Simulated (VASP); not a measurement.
# HfO2: single point with PBEsol

HfO2:

```xyz
3
Lattice="0.0000 2.6854 2.6854 2.6854 0.0000 2.6854 2.6854 2.6854 0.0000" Properties=species:S:1:pos:R:3 pbc="T T T"
Hf    0.0000    0.0000    0.0000
O     1.3427    1.3427    1.3427
O     4.0281    4.0281    4.0281
```

This cell differs from its parent crystal: strain +0.050 along x and y, +0.050 along z.

| Property | Result |
| --- | --- |
| Program | VASP 6.6.1 |
| Task | single point |
| Functional | PBEsol |
| Potentials or basis | VASP PAW PBE potentials, release 64 (Hf_pv, O) |
| Cutoff | 520 eV |
| k mesh | 8 × 8 × 8 |
| Occupations | gaussian, width 0.05 eV |
| Spin | no spin polarisation |
| Dipole correction | no |
| Further INCAR settings | ALGO = Normal; EDIFF = 1e-06; NBANDS = 18 |

```
Pressure               : -35.7 GPa
Band gap on the k mesh : 3.22 eV, direct
```

Levels at points of the mesh, in eV from the valence-band top:
| k point | band 7 | band 8 | band 9 | band 10 | band 11 | band 12 | band 13 | band 14 | band 15 | band 16 |
| --- | --- | --- | --- | --- | --- | --- | --- | --- | --- | --- |
| (0.00, 0.00, 0.00) | -4.42 | -4.42 | -0.54 | -0.54 | -0.54 | 3.34 | 3.34 | 4.31 | 8.40 | 8.40 |
| (0.50, 0.00, 0.00) | -3.54 | -2.83 | -2.39 | -1.64 | -1.64 | 3.88 | 3.88 | 5.45 | 7.62 | 7.62 |
| (0.50, 0.50, 0.00) | -3.08 | -3.08 | -1.28 | -1.28 | 0.00 | 3.22 | 4.54 | 5.15 | 6.68 | 6.68 |

Run time: 15 s on 1 thread of AMD EPYC 9R45 96-Core Processor (Zen 5), on a shared host, peak memory 0.13 GiB.

Caveat: the cell differs from its parent crystal (strain +0.050 along x and y, +0.050 along z); the PAW data sets were made with another functional, which shifts forces and pressure a little; spin-orbit coupling is left out, which moves the levels of the heavy elements. A k mesh can miss the band edges.
